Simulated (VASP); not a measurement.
Write the native input for VASP 6.6.1 that does the following.

```
Task                   : relaxation of cell and atoms
Functional             : PBE
Potentials or basis    : VASP PAW PBE potentials, release 64 (Cr_sv, Tl_d, F)
Cutoff                 : 700 eV
k mesh                 : 3 × 3 × 3
Occupations            : gaussian, width 0.15 eV
Spin                   : collinear spin, ferromagnetic start
Starting moments       : [3.0, 0.0, 0.0, 0.0, 0.0, 0.0] μB
Dipole correction      : no
Further INCAR settings : ALGO = Normal; EDIFF = 1e-07; IBRION = 2; EDIFFG = -0.08; NSW = 36; ISIF = 3
```

The structure of TlCrF4 lies in POSCAR:

```
TlCrF4
1.0
   -3.0553768200      3.0553768200      2.5135615300
    3.0553768200     -3.0553768200      2.5135615300
    3.0553768200      3.0553768200     -2.5135615300
Cr Tl F
1 1 4
Direct
    0.5000000000      0.5000000000      0.0000000000
    0.0000000000      0.0000000000      0.0000000000
    0.0000000000      0.3152448500      0.3152448500
    0.0000000000      0.6847551500      0.6847551500
    0.3152448500      0.0000000000      0.3152448500
    0.6847551500      0.0000000000      0.6847551500
```

The cell was generated, and may not be a known phase.

The input as run:

INCAR

```
PREC = Accurate
ENCUT = 700
EDIFF = 1E-7
ISMEAR = 0
SIGMA = 0.15
LREAL = False
LASPH = True
NELM = 200
ALGO = Normal
ISIF = 3
LWAVE = False
LCHARG = False
ISPIN = 2
MAGMOM = 3 0 0 0 0 0
LORBIT = 11
LMAXMIX = 4
GGA = PE
IBRION = 2
NSW = 36
EDIFFG = -0.08
GGA_COMPAT = False
NELMIN = 4
```

KPOINTS

```
regular mesh
0
Gamma
  3 3 3
```

Potentials or basis: VASP PAW PBE potentials, release 64 (Cr_sv, Tl_d, F).

Command:

```bash
$ cat potpaw_PBE.64/Cr_sv/POTCAR potpaw_PBE.64/Tl_d/POTCAR potpaw_PBE.64/F/POTCAR > POTCAR
$ mpirun -np 1 vasp_std > vasp.out
```

It gave:

The relaxed volume is 22.55 Å³/atom and the relaxed cell is a = 5.602 Å, b = 5.602 Å, c = 5.602 Å, α = 109.00°, β = 109.00°, γ = 110.41°. The space group after relaxing (to 0.1 Å) is I4/mmm (No. 139) and the energy gained by relaxing is 380.4 meV/atom. The ionic steps are 12 and the pressure after relaxing is -0.1 GPa. The largest force after relaxing is 0.010 eV/Å and the band gap on the k mesh is 0.05 eV (least direct gap 0.06 eV). The net moment is -4.98 μB per cell. The site moments are Cr -3.96; Tl -0.03; F -0.01 μB. The valence electrons inside the program's atomic spheres are Cr 11.86; Tl 11.17; F 6.01.

Caveat: the k points lie up to 0.46 Å⁻¹ apart in the final cell; the volume moved by over 15 % at a fixed basis, so the end points are rough; the smearing spreads over this small gap; spin-orbit coupling is left out, which moves the levels of the heavy elements; a cell with one magnetic atom can't hold antiferromagnetic order, which such compounds often take.

Wall time 50 min on 1 thread of Intel(R) Xeon(R) Platinum 8259CL CPU @ 2.50GHz (Skylake/Cascade Lake), with other jobs on the host, peak memory 0.46 GiB.
